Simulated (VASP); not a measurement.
# Na: single point with PBE

Crystal: Na.

```
Na
1.0
     0.00000    6.33486    1.97353
     2.98356    0.00000    1.97353
     2.98356    6.33486    0.00000
Na
2
Direct
  0.13274 0.86726 0.13274
  0.86726 0.13274 0.86726
```

```
Program             : VASP 6.6.1
Task                : single point
Functional          : PBE
Potentials or basis : VASP PAW PBE potentials, release 64 (Na_pv)
Cutoff              : 520 eV
k mesh              : 6 × 6 × 6
Occupations         : gaussian, width 0.1 eV
Spin                : no spin polarisation
```

The pressure is 0.2 GPa and the band gap on the k mesh is zero (bands 7 and 8 overlap by 3.88 eV).

Forces on the atoms (eV/Å):
```
Na   0.000 -0.002  0.000
Na   0.000  0.002  0.000
```

Stress tensor (GPa, compression positive):
```
0.15 0.00 0.00
0.00 0.23 0.00
0.00 0.00 0.11
```

Levels at points of the mesh, in eV from the Fermi level:
```
           k point  band 5  band 6  band 7  band 8  band 9  band 10
(0.00, 0.00, 0.00)  -24.99  -24.99   -3.30    0.31    0.63     9.89
(0.50, 0.00, 0.00)  -24.99  -24.99    0.30    0.49    2.05     2.45
(0.50, 0.50, 0.00)  -25.00  -25.00    1.42    1.70    2.01     2.21
(0.50, 0.00, 0.50)  -24.99  -24.99   -2.46   -2.21    4.88     4.93
(0.00, 0.50, 0.50)  -25.00  -24.99    0.69    1.17    4.10     4.24
```

Run time: 26 s on 1 thread of Intel(R) Xeon(R) 6975P-C (Granite Rapids) (shared host), peak memory 0.25 GiB.
